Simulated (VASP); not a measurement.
# Ga2O3 (R-3m) in VASP: further runs, part 2 of 2

VASP 6.6.1. The steps go on from the part before.

### 4 Single point, PBE

This run uses another cell than the first one, of 26.32 Å³/atom.

File INCAR:

```
SYSTEM = Ga2O3
PREC     = Accurate       ! precision mode
ENCUT    = 520            ! plane-wave cutoff, eV
EDIFF    = 1E-7           ! SCF threshold, eV
ISMEAR   = 0              ! smearing method
SIGMA    = 0.02           ! smearing width, eV
LREAL    = .False.        ! projectors in reciprocal space
LASPH    = .True.         ! aspherical terms in the spheres
NELM     = 60             ! most SCF steps
ALGO     = Normal         ! electronic algorithm
ISIF     = 2              ! what is computed and relaxed
LWAVE    = .False.        ! write WAVECAR
LCHARG   = .True.         ! write CHGCAR
GGA      = PE             ! functional
LELF     = .True.         ! ELF
LVHAR    = .True.       
NBANDS   = 30             ! bands
```

File KPOINTS:

```
regular mesh
0
Gamma
  6 6 6
  0 0 0
```

File POSCAR:

```
Ga2O3
1.0
    3.0395776883      1.7549009966      4.1126061489
   -3.0395776883      1.7549009966      4.1126061489
    0.0000000000     -3.5098019932      4.1126061489
Ga O
2 3
Direct
    0.3309518358      0.3309518358      0.3309518358
    0.6690481642      0.6690481642      0.6690481642
    0.5000000000      0.5000000000      0.0000000000
    0.0000000000      0.5000000000      0.5000000000
    0.5000000000      0.0000000000      0.5000000000
```

Potentials or basis: VASP PAW PBE potentials, release 64 (Ga_d, O).

Launch:

```
cat potpaw_PBE.64/Ga_d/POTCAR potpaw_PBE.64/O/POTCAR > POTCAR
mpirun -np 1 vasp_std > vasp.out
```

OUTCAR:

```text
SYSTEM = Ga2O3
   PREC = Accurate
   ENCUT = 520
   EDIFF = 1E-7
   ISMEAR = 0
   LREAL = .False.
   LASPH = .True.
   NELM = 60
   ISIF = 2
   GGA = PE

 ion  position               nearest neighbor table
   1  0.331  0.331  0.331-   4 1.76   5 1.76   3 1.76
   2  0.669  0.669  0.669-   4 1.76   5 1.76   3 1.76
   3  0.500  0.500  0.000-   1 1.76   2 1.76
   4  0.000  0.500  0.500-   1 1.76   2 1.76
   5  0.500  0.000  0.500-   1 1.76   2 1.76

  LATTYP: Found a trigonal (rhomboedric) cell.
 ALAT       =     5.4066846928
 COS(alpha) =     0.3678874610

  Lattice vectors:

 A1 = (   3.0395776883,   1.7549009966,   4.1126061489)
 A2 = (  -3.0395776883,   1.7549009966,   4.1126061489)
 A3 = (   0.0000000000,  -3.5098019932,   4.1126061489)

Analysis of symmetry for initial positions (statically):
=====================================================================
 Subroutine PRICEL returns:
 Original cell was already a primitive cell.

 Routine SETGRP: Setting up the symmetry group for a
 trigonal (rhombohedral) supercell.

 Subroutine GETGRP returns: Found 12 space group operations
 (whereof 12 operations were pure point group operations)
 out of a pool of 12 trial point group operations.

The static configuration has the point symmetry D_3d.

Analysis of symmetry for dynamics (positions and initial velocities):
=====================================================================
 Subroutine PRICEL returns:
 Original cell was already a primitive cell.

 Routine SETGRP: Setting up the symmetry group for a
 trigonal (rhombohedral) supercell.

 Subroutine GETGRP returns: Found 12 space group operations
[... 122 lines left out ...]
   EMIN   =  10.00;   EMAX   =-10.00  energy-range for DOS
   EFERMI =   0.00;   METHOD = LEGACY
   ISMEAR =     0;   SIGMA  =   0.02  broadening in eV -4-tet -1-fermi 0-gaus
   EFERMI_NEDOS =   21; number of points for ismear=-14 and -15
   IALGO  =     38    algorithm
   IMIX   =      4    mixing-type and parameters
     AMIX     =   0.40;   BMIX     =  1.00
     AMIX_MAG =   1.60;   BMIX_MAG =  1.00
  volume/ion in A,a.u.               =      26.32       177.65
  Fermi-wavevector in a.u.,A,eV,Ry     =   1.136181  2.147071 17.563869  1.290908
  Thomas-Fermi vector in A             =   2.272886
   LORBIT       =      0    0 simple, 1 ext, 2 COOP (PROOUT), +10 PAW based schemes
   GGA     = PE    functional components
   LHFCALC =     F    Hartree Fock is set to
   AEXX    =    0.0000 exact exchange contribution
   IVDW    =     0    specifies the selected vdW correction
   LEPSILON=     F    determine dielectric tensor
   LRPA    =     F    only Hartree local field effects (RPA)
 non-spin polarized calculation
 Gauss-broadening in eV      SIGMA  =   0.02
  energy-cutoff  :      520.00
  volume of cell :      131.62
 maximum number of plane-waves:      3565
   NGX = 21   NGY = 21   NGZ = 21

 number of electron      43.9999984 magnetization

 Free energy of the ion-electron system (eV)
  ---------------------------------------------------
  ext. energy  EPLUGINS =         0.00000000
  ---------------------------------------------------
  free energy    TOTEN  =       -27.09080174 eV

  energy without entropy =      -27.09080174  energy(sigma->0) =      -27.09080174

 E-fermi :  -2.3767     XC(G=0):  -6.5192

 val. band max:       -2.5420702071   @ k =   0.5000   0.5000   0.5000
 cond. band min:      -0.5469157294   @ k =   0.0000   0.0000   0.0000
 fundamental gap:      1.9951544777
 Fermi energy:        -2.3766853558

 k-point     1 :       0.0000    0.0000    0.0000
  band No.  band energies     occupation
      1     -20.0428      2.00000
      2     -19.4675      2.00000
      3     -19.4675      2.00000
      4     -15.8022      2.00000
      5     -15.6224      2.00000
      6     -15.6224      2.00000
[... 781 lines left out ...]
     29       7.1055      0.00000
     30       8.1147      0.00000

 [... further k-points ...]

------------------------ aborting loop because EDIFF is reached ----------------------------------------

  FORCE on cell =-STRESS in cart. coord.  units (eV):
  Direction    XX          YY          ZZ          XY          YZ          ZX
  --------------------------------------------------------------------------------------
  -------------------------------------------------------------------------------------
  Total       -0.1023138     -0.1023138     -0.0316396     -0.0000000     -0.0000000      0.0000000
  in kB       -1.2454048     -1.2454048     -0.3851297     -0.0000000     -0.0000000      0.0000000
  external PRESSURE =      -0.9586464 kB  Pullay stress =       0.0000000 kB

 VOLUME and BASIS-vectors are now :
 -----------------------------------------------------------------------------
  energy-cutoff  :      520.00
  volume of cell :      131.62
      direct lattice vectors                 reciprocal lattice vectors
     3.039577688  1.754900997  4.112606149     0.164496536  0.094972119  0.081051606
    -3.039577688  1.754900997  4.112606149    -0.164496536  0.094972119  0.081051606
     0.000000000 -3.509801993  4.112606149     0.000000000 -0.189944238  0.081051606

 POSITION                                       TOTAL-FORCE (eV/Angst)
 -----------------------------------------------------------------------------------
      0.00000      0.00000      4.08322         0.000000     -0.000000      0.002612
      0.00000      0.00000      8.25459         0.000000      0.000000     -0.002612
      0.00000      1.75490      4.11261         0.000000     -0.000000     -0.000000
     -1.51979     -0.87745      4.11261         0.000000      0.000000     -0.000000
      1.51979     -0.87745      4.11261         0.000000     -0.000000     -0.000000
 -----------------------------------------------------------------------------------
    total drift:                               -0.000000     -0.000000      0.000000

  FREE ENERGIE OF THE ION-ELECTRON SYSTEM (eV)
  ---------------------------------------------------
  free  energy   TOTEN  =       -27.0908017398 eV

  energy  without entropy=      -27.0908017398  energy(sigma->0) =      -27.09080174
```

It took 3 min on 1 thread of Intel Xeon 8259CL, shared host; peak memory 0.29 GiB.

Results:

```
Free energy            : -27.0908 eV
Pressure               : -0.1 GPa
Band gap on the k mesh : 2.00 eV (least direct gap 2.01 eV)
```

Forces in eV/Å, atoms in the order of the input:
```
Ga   0.000  0.000  0.003
Ga   0.000  0.000 -0.003
O    0.000  0.000  0.000
O    0.000  0.000  0.000
O    0.000  0.000  0.000
```

A k mesh can miss the band edges.

The gap in the log of VASP goes by the Fermi energy; the results here count the filled bands.